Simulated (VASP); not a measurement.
Here is a VASP 6.6.1 calculation.

Contents of POSCAR:

```
In4BiP3
1.0
   -3.0575215596      3.0575215596      6.0906817047
    3.0575215596     -3.0575215596      6.0906817047
    3.0575215596      3.0575215596     -6.0906817047
P In Bi
3 4 1
Direct
    0.2500000000      0.7500000000      0.5000000000
    0.5000000000      0.5000000000      0.0000000000
    0.7500000000      0.2500000000      0.5000000000
    0.8626655243      0.4024762927      0.0000000000
    0.1373344757      0.1373344757      0.5398107684
    0.4024762927      0.8626655243      0.0000000000
    0.5975237073      0.5975237073      0.4601892316
    0.0000000000      0.0000000000      0.0000000000
```

The input INCAR.step1:

```
SYSTEM = In4BiP3
ALGO = Normal
EDIFF = 1E-4
ENCUT = 520
GGA = PE
ISMEAR = -1
KPAR = 4
LASPH = .True.
LCHARG = .False.
LREAL = .False.
LWAVE = .True.
NBANDS = 51
NELM = 60
PREC = Accurate
SIGMA = 0.02
```

INCAR.step2

```
SYSTEM = In4BiP3
ALGO = Normal
EDIFF = 1E-6
ENCUT = 520
ISIF = 2
ISMEAR = -1
ISTART = 1
KPAR = 4
LASPH = .True.
LCHARG = .True.
LMIXTAU = .True.
LREAL = .False.
LVHAR = .True.
LWAVE = .False.
METAGGA = R2SCAN
NBANDS = 51
NELM = 60
PREC = Accurate
SIGMA = 0.02
```

KPOINTS

```
k-points
0
Gamma
  6 6 6
  0 0 0
```

Potentials or basis: VASP PAW PBE potentials, release 64 (P, In_d, Bi_d).

Run with:

```console
$ cat potpaw_PBE.64/P/POTCAR potpaw_PBE.64/In_d/POTCAR potpaw_PBE.64/Bi_d/POTCAR > POTCAR
$ cp INCAR.step1 INCAR
$ mpirun -np 4 vasp_std > vasp.out
$ cp INCAR.step2 INCAR
$ mpirun -np 4 vasp_std > vasp.out
```

**Question.** What does it give for the band gap on the k mesh?

**Answer.** 0.17 eV.

**Question.** Predict the largest force.

**Answer.** 0.005 eV/Å.

**Question.** Estimate the pressure.

**Answer.** -0.1 GPa.

Forces in eV/Å, atoms in the order of the input:
```
P    0.000  0.000  0.000
P    0.000  0.000  0.000
P    0.000  0.000  0.000
In   0.003 -0.003 -0.002
In   0.003  0.003  0.002
In  -0.003  0.003 -0.002
In  -0.003 -0.003  0.002
Bi   0.000  0.000  0.000
```

Caveat: the PAW data sets were made with another functional, which shifts forces and pressure a little; spin-orbit coupling is left out, which moves the levels of the heavy elements.
